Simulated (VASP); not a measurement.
A run of VASP 6.6.1 is set up as follows.

The input INCAR:

```
ALGO = Normal
EDIFF = 1E-7
ENCUT = 520
GGA = PE
ISIF = 2
ISMEAR = -1
LASPH = True
LCHARG = False
LREAL = False
LWAVE = False
NBANDS = 16
NELM = 80
PREC = Accurate
SIGMA = 0.08
```

KPOINTS

```
k-points
0
Gamma
  10 10 10
```

POSCAR

```
InAs
1.0
    0.0000000000      2.9934524569      2.9934524569
    2.9934524569      0.0000000000      2.9934524569
    2.9934524569      2.9934524569      0.0000000000
In As
1 1
Direct
    0.0000000000      0.0000000000      0.0000000000
    0.7500000000      0.7500000000      0.7500000000
```

Potentials or basis: VASP PAW PBE potentials, release 64 (In_d, As).

The run is started by

```console
$ cat potpaw_PBE.64/In_d/POTCAR potpaw_PBE.64/As/POTCAR > POTCAR
$ mpirun -np 1 vasp_std > vasp.out
```

(1) Predict the pressure.

(2) Predict the band gap on the k mesh.

## Answers

(1) 6.1 GPa.

(2) zero (filled and empty bands touch).

Caveat: the cell stands under pressure; semilocal functionals underestimate gaps, so a narrow gap can read as zero; spin-orbit coupling is left out, which moves the levels of the heavy elements.
